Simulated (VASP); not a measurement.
# SnO2 (P4_2/mnm) in VASP: single point with PBEsol

Aim: the single point of SnO2 with PBEsol.

All numbers are computed with VASP 6.6.1; they aren't measurements. Logs are shortened: lines on timing, memory, paths and dates and some standing lists are left out, and cuts for length are marked.

## (1) The cell of the first run

The structure is tetragonal, space group P4_2/mnm (No. 136). Conventional cell: a = 4.769 Å, b = 4.769 Å, c = 3.212 Å, α = 90.00°, β = 90.00°, γ = 90.00°. Within 2.7 Å of Sn (site symmetry mmm) lie 6 O at 2.07 Å. O (site symmetry m2m) has 3 Sn at 2.07 Å and 1 O at 2.61 Å within 2.7 Å.

## (2) Single point, PBEsol

The input, INCAR:

```
SYSTEM = SnO2
PREC = Accurate ; ENCUT = 520
EDIFF = 1E-7 ; ISMEAR = 0
SIGMA = 0.02 ; LREAL = .False.
LASPH = .True. ; NELM = 60
ALGO = Normal ; ISIF = 2
LWAVE = .False. ; LCHARG = .True.
GGA = PS ; LELF = .True.
LVHAR = .True. ; NBANDS = 35
```

The input, KPOINTS:

```
Automatic mesh
0
Gamma
  6 6 8
  0 0 0
```

The input, POSCAR:

```
SnO2
1.0
    4.7689900198      0.0000000000      0.0000000000
    0.0000000000      4.7689900198      0.0000000000
    0.0000000000      0.0000000000      3.2120647286
Sn O
2 4
Direct
    0.0000000000      0.0000000000      0.0000000000
    0.5000000000      0.5000000000      0.5000000000
    0.3062763835      0.3062763835      0.0000000000
    0.1937236165      0.8062763835      0.5000000000
    0.6937236165      0.6937236165      0.0000000000
    0.8062763835      0.1937236165      0.5000000000
```

Potentials or basis: VASP PAW PBE potentials, release 64 (Sn_d, O).

Command:

```
$ cat potpaw_PBE.64/Sn_d/POTCAR potpaw_PBE.64/O/POTCAR > POTCAR
$ mpirun -np 1 vasp_std > vasp.out
```

OUTCAR:

```text
SYSTEM = SnO2
   PREC = Accurate
   ENCUT = 520
   EDIFF = 1E-7
   ISMEAR = 0
   LREAL = .False.
   LASPH = .True.
   NELM = 60
   ISIF = 2
   GGA = PS

 ion  position               nearest neighbor table
   1  0.000  0.000  0.000-   3 2.07   5 2.07   4 2.07   6 2.07   4 2.07   6 2.07   2 3.74   2 3.74
                             2 3.74   2 3.74   2 3.74   2 3.74   2 3.74   2 3.74
   2  0.500  0.500  0.500-   4 2.07   6 2.07   5 2.07   3 2.07   3 2.07   5 2.07   1 3.74   1 3.74
                             1 3.74   1 3.74   1 3.74   1 3.74   1 3.74   1 3.74
   3  0.306  0.306  0.000-   1 2.07   2 2.07   2 2.07
   4  0.194  0.806  0.500-   2 2.07   1 2.07   1 2.07
   5  0.694  0.694  0.000-   1 2.07   2 2.07   2 2.07
   6  0.806  0.194  0.500-   2 2.07   1 2.07   1 2.07

  LATTYP: Found a simple tetragonal cell.
 ALAT       =     4.7689900198
 C/A-ratio  =     0.6735314428

  Lattice vectors:

 A1 = (   4.7689900198,   0.0000000000,   0.0000000000)
 A2 = (   0.0000000000,   4.7689900198,   0.0000000000)
 A3 = (   0.0000000000,   0.0000000000,   3.2120647286)

Analysis of symmetry for initial positions (statically):
=====================================================================
 Subroutine PRICEL returns:
 Original cell was already a primitive cell.

 Routine SETGRP: Setting up the symmetry group for a
 simple tetragonal supercell.

 Subroutine GETGRP returns: Found 16 space group operations
 (whereof  8 operations were pure point group operations)
 out of a pool of 16 trial point group operations.

The static configuration has the point symmetry D_2h.
 The point group associated with its full space group is D_4h.

Analysis of symmetry for dynamics (positions and initial velocities):
=====================================================================
 Subroutine PRICEL returns:
 Original cell was already a primitive cell.

 Routine SETGRP: Setting up the symmetry group for a
 simple tetragonal supercell.

 Subroutine GETGRP returns: Found 16 space group operations
 (whereof  8 operations were pure point group operations)
 out of a pool of 16 trial point group operations.

The dynamic configuration has the point symmetry D_2h.
 The point group associated with its full space group is D_4h.

 Subroutine INISYM returns: Found 16 space group operations
 (whereof  8 operations are pure point group operations),
 and found     1 'primitive' translations

----------------------------------------------------------------------------------------

                                     Primitive cell

  volume of cell :      73.0528

  direct lattice vectors                    reciprocal lattice vectors
     4.768990020  0.000000000  0.000000000     0.209688004  0.000000000  0.000000000
     0.000000000  4.768990020  0.000000000     0.000000000  0.209688004  0.000000000
     0.000000000  0.000000000  3.212064729     0.000000000  0.000000000  0.311326229

  length of vectors
     4.768990020  4.768990020  3.212064729     0.209688004  0.209688004  0.311326229

  position of ions in fractional coordinates (direct lattice)
     0.000000000  0.000000000  0.000000000
     0.500000000  0.500000000  0.500000000
     0.306276383  0.306276383  0.000000000
     0.193723617  0.806276383  0.500000000
     0.693723617  0.693723617  0.000000000
     0.806276383  0.193723617  0.500000000

  ion indices of the primitive-cell ions
   primitive index   ion index
                 1           1
                 2           2
                 3           3
                 4           4
                 5           5
                 6           6

----------------------------------------------------------------------------------------

 KPOINTS: Automatic mesh

Automatic generation of k-mesh.
 Grid dimensions read from file:
 generate k-points for:    6    6    8

 Generating k-lattice:

  Cartesian coordinates                     Fractional coordinates (reciprocal lattice)
     0.034948001  0.000000000  0.000000000     0.166666667  0.000000000  0.000000000
     0.000000000  0.034948001  0.000000000     0.000000000  0.166666667  0.000000000
     0.000000000  0.000000000  0.038915779     0.000000000  0.000000000  0.125000000

  Length of vectors
     0.034948001  0.034948001  0.038915779

  Shift w.r.t. Gamma in fractional coordinates (k-lattice)
     0.000000000  0.000000000  0.000000000

 Subroutine IBZKPT returns following result:
 ===========================================

 Found     50 irreducible k-points:

 Following reciprocal coordinates:
            Coordinates               Weight
  0.000000  0.000000  0.000000      1.000000
  0.166667  0.000000  0.000000      4.000000
  0.333333  0.000000  0.000000      4.000000
  0.500000  0.000000  0.000000      2.000000
  0.166667  0.166667  0.000000      4.000000
  0.333333  0.166667  0.000000      8.000000
[... 16 lines left out ...]
  0.333333  0.000000  0.250000      8.000000
  0.500000  0.000000  0.250000      4.000000
 [... further k-points ...]
   k-points           NKPTS =     50   k-points in BZ     NKDIM =     50   number of bands    NBANDS=     35
   number of dos      NEDOS =    301   number of ions     NIONS =      6
   total plane-waves  NPLWV =  31104
   dimension x,y,z NGX =    36 NGY =   36 NGZ =   24
   dimension x,y,z NGXF=    72 NGYF=   72 NGZF=   48
   ions per type =               2   4
   NGX,Y,Z   is equivalent  to a cutoff of  12.55, 12.55, 12.42 a.u.
   NGXF,Y,Z  is equivalent  to a cutoff of  25.10, 25.10, 24.84 a.u.
 SYSTEM =  SnO2
   PREC   = accura    normal or accurate (medium, high low for compatibility)
   ISTART =      0    job   : 0-new  1-cont  2-samecut
   ICHARG =      2    charge: 1-file 2-atom 10-const
   ISPIN  =      1    spin polarized calculation?
   LNONCOLLINEAR =      F non collinear calculations
   LSORBIT =      F    spin-orbit coupling
   LASPH  =      T    aspherical Exc in radial PAW
   ENCUT  =  520.0 eV  38.22 Ry    6.18 a.u.   8.87  8.87  5.97*2*pi/ulx,y,z
   NELM   =     60;   NELMIN=  2; NELMDL= -5     # of ELM steps
   EDIFF  = 0.1E-06   stopping-criterion for ELM
   LREAL  =      F    real-space projection
   EDIFFG = 0.1E-05   stopping-criterion for IOM
   NSW    =      0    number of steps for IOM
   IBRION =     -1    ionic relax: 0-MD 1-quasi-New 2-CG
   NFREE  =      0    steps in history (QN), initial steepest desc. (CG)
   ISIF   =      2    stress and relaxation
   ISYM   =      2    0-nonsym 1-usesym 2-fastsym
   POTIM  = 0.5000    time-step for ionic-motion
   TEBEG  =    0.0;   TEEND  =   0.0 temperature during run
   PSTRESS=    0.0 pullay stress
   NELECT =      52.0000    total number of electrons
   NUPDOWN=      -1.0000    fix difference up-down
   EMIN   =  10.00;   EMAX   =-10.00  energy-range for DOS
   EFERMI =   0.00;   METHOD = LEGACY
   ISMEAR =     0;   SIGMA  =   0.02  broadening in eV -4-tet -1-fermi 0-gaus
   EFERMI_NEDOS =   21; number of points for ismear=-14 and -15
   IALGO  =     38    algorithm
   IMIX   =      4    mixing-type and parameters
     AMIX     =   0.40;   BMIX     =  1.00
     AMIX_MAG =   1.60;   BMIX_MAG =  1.00
  volume/ion in A,a.u.               =      12.18        82.16
  Fermi-wavevector in a.u.,A,eV,Ry     =   1.461718  2.762246 29.070470  2.136619
  Thomas-Fermi vector in A             =   2.578016
   LORBIT       =      0    0 simple, 1 ext, 2 COOP (PROOUT), +10 PAW based schemes
   GGA     = PS    functional components
   LHFCALC =     F    Hartree Fock is set to
   AEXX    =    0.0000 exact exchange contribution
   IVDW    =     0    specifies the selected vdW correction
   LEPSILON=     F    determine dielectric tensor
   LRPA    =     F    only Hartree local field effects (RPA)
 non-spin polarized calculation
 Gauss-broadening in eV      SIGMA  =   0.02
  energy-cutoff  :      520.00
  volume of cell :       73.05
 maximum number of plane-waves:      1994
 NGX is ok and might be reduce to    36
   NGX = 17   NGY = 17   NGZ = 11

 number of electron      52.0000008 magnetization

 Free energy of the ion-electron system (eV)
  ---------------------------------------------------
  ext. energy  EPLUGINS =         0.00000000
  ---------------------------------------------------
  free energy    TOTEN  =       -39.66991502 eV

  energy without entropy =      -39.66991502  energy(sigma->0) =      -39.66991502

 E-fermi :   5.9253     XC(G=0): -11.4256

 val. band max:        5.7765049894   @ k =   0.0000   0.0000   0.0000
 cond. band min:       6.6905469370   @ k =   0.0000   0.0000   0.0000
 fundamental gap:      0.9140419476
 Fermi energy:         5.9252699870

 k-point     1 :       0.0000    0.0000    0.0000
  band No.  band energies     occupation
      1     -15.2268      2.00000
      2     -14.4773      2.00000
      3     -14.2336      2.00000
      4     -14.2084      2.00000
      5     -14.2084      2.00000
      6     -14.1395      2.00000
[... 27 lines left out ...]
     34      17.5428      0.00000
     35      18.0890      0.00000

 k-point     2 :       0.1667    0.0000    0.0000
  band No.  band energies     occupation
      1     -15.1855      2.00000
      2     -14.5241      2.00000
      3     -14.2333      2.00000
      4     -14.2066      2.00000
      5     -14.2065      2.00000
      6     -14.1740      2.00000
[... 27 lines left out ...]
     34      17.5618      0.00000
     35      18.0569      0.00000

 k-point     3 :       0.3333    0.0000    0.0000
  band No.  band energies     occupation
      1     -15.0658      2.00000
      2     -14.6769      2.00000
      3     -14.2324      2.00000
      4     -14.2154      2.00000
      5     -14.2029      2.00000
      6     -14.2028      2.00000
[... 27 lines left out ...]
     34      17.7307      0.00000
     35      18.0115      0.00000
[... 723 lines left out ...]
 k-point    23 :       0.3333    0.0000    0.2500
  band No.  band energies     occupation
      1     -14.9570      2.00000
      2     -14.8164      2.00000
      3     -14.4943      2.00000
      4     -14.2816      2.00000
      5     -14.1275      2.00000
      6     -14.1214      2.00000
[... 27 lines left out ...]
     34      17.6856      0.00000
     35      17.9649      0.00000

 k-point    24 :       0.5000    0.0000    0.2500
  band No.  band energies     occupation
      1     -14.9072      2.00000
      2     -14.9072      2.00000
      3     -14.3745      2.00000
      4     -14.3745      2.00000
      5     -14.1226      2.00000
      6     -14.1226      2.00000
[... 27 lines left out ...]
     34      17.8951      0.00000
     35      18.0529      0.00000

 [... further k-points ...]

------------------------ aborting loop because EDIFF is reached ----------------------------------------

  FORCE on cell =-STRESS in cart. coord.  units (eV):
  Direction    XX          YY          ZZ          XY          YZ          ZX
  --------------------------------------------------------------------------------------
  -------------------------------------------------------------------------------------
  Total        0.2493747      0.2493747      0.3896696     -0.0000000      0.0000000      0.0000000
  in kB        5.4692255      5.4692255      8.5461405     -0.0000000      0.0000000      0.0000000
  external PRESSURE =       6.4948638 kB  Pullay stress =       0.0000000 kB

 VOLUME and BASIS-vectors are now :
 -----------------------------------------------------------------------------
  energy-cutoff  :      520.00
  volume of cell :       73.05
      direct lattice vectors                 reciprocal lattice vectors
     4.768990020  0.000000000  0.000000000     0.209688004  0.000000000  0.000000000
     0.000000000  4.768990020  0.000000000     0.000000000  0.209688004  0.000000000
     0.000000000  0.000000000  3.212064729     0.000000000  0.000000000  0.311326229

 POSITION                                       TOTAL-FORCE (eV/Angst)
 -----------------------------------------------------------------------------------
      0.00000      0.00000      0.00000         0.000000     -0.000000      0.000000
      2.38450      2.38450      1.60603         0.000000     -0.000000      0.000000
      1.46063      1.46063      0.00000        -0.010795     -0.010795      0.000000
      0.92387      3.84512      1.60603         0.010795     -0.010795      0.000000
      3.30836      3.30836      0.00000         0.010795      0.010795     -0.000000
      3.84512      0.92387      1.60603        -0.010795      0.010795     -0.000000
 -----------------------------------------------------------------------------------
    total drift:                                0.000000      0.000000     -0.000000

  FREE ENERGIE OF THE ION-ELECTRON SYSTEM (eV)
  ---------------------------------------------------
  free  energy   TOTEN  =       -39.6699150194 eV

  energy  without entropy=      -39.6699150194  energy(sigma->0) =      -39.66991502
```

Run time: 2.7 min. Hardware: 1 thread of AMD EPYC 7R43 (Zen 3), shared host; peak memory 0.2 GiB.

What came out:

```
Free energy            : -39.6699 eV
Pressure               : 0.6 GPa
Largest force          : 0.015 eV/Å
Band gap on the k mesh : 0.91 eV, direct
```

Forces in eV/Å, atoms in the order of the input:
```
Sn   0.000  0.000  0.000
Sn   0.000  0.000  0.000
O   -0.011 -0.011  0.000
O    0.011 -0.011  0.000
O    0.011  0.011  0.000
O   -0.011  0.011  0.000
```

Caveat: the PAW data sets were made with another functional, which shifts forces and pressure a little; spin-orbit coupling is left out, which moves the levels of the heavy elements. As with any semilocal functional, this PBEsol gap is likely too small.
